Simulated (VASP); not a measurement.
Here is a VASP 6.6.1 calculation.

Contents of INCAR:

```
ALGO = Normal
EDIFF = 1E-7
ENCUT = 520
GGA = PE
ISIF = 2
ISMEAR = 0
LASPH = True
LCHARG = False
LREAL = False
LWAVE = False
NBANDS = 46
NELM = 60
PREC = Accurate
SIGMA = 0.1
```

The input KPOINTS:

```
k-points
0
Gamma
  4 4 1
```

File POSCAR:

```
In3GaP4
1.0
    4.1268332000      0.0000000000      0.0000000000
    0.0000000000      4.1268332000      0.0000000000
    0.0000000000      0.0000000000     11.7397807000
In Ga P
3 1 4
Direct
    0.0000000000      0.0000000000      0.7408590000
    0.5000000000      0.5000000000      0.0000000000
    0.0000000000      0.0000000000      0.2591410000
    0.5000000000      0.5000000000      0.5000000000
    0.5000000000      0.0000000000      0.8704020000
    0.0000000000      0.5000000000      0.1295980000
    0.5000000000      0.0000000000      0.3895500000
    0.0000000000      0.5000000000      0.6104500000
```

Potentials or basis: VASP PAW PBE potentials, release 64 (In_d, Ga_d, P).

The run is started by

```sh
$ cat potpaw_PBE.64/In_d/POTCAR potpaw_PBE.64/Ga_d/POTCAR potpaw_PBE.64/P/POTCAR > POTCAR
$ mpirun -np 1 vasp_std > vasp.out
```

(1) What does it give for the band gap on the k mesh?

(2) Estimate the pressure.

## Answers

(1) 0.55 eV.

(2) -0.1 GPa.

Caveat: the k points lie up to 0.54 Å⁻¹ apart; spin-orbit coupling is left out, which moves the levels of the heavy elements.
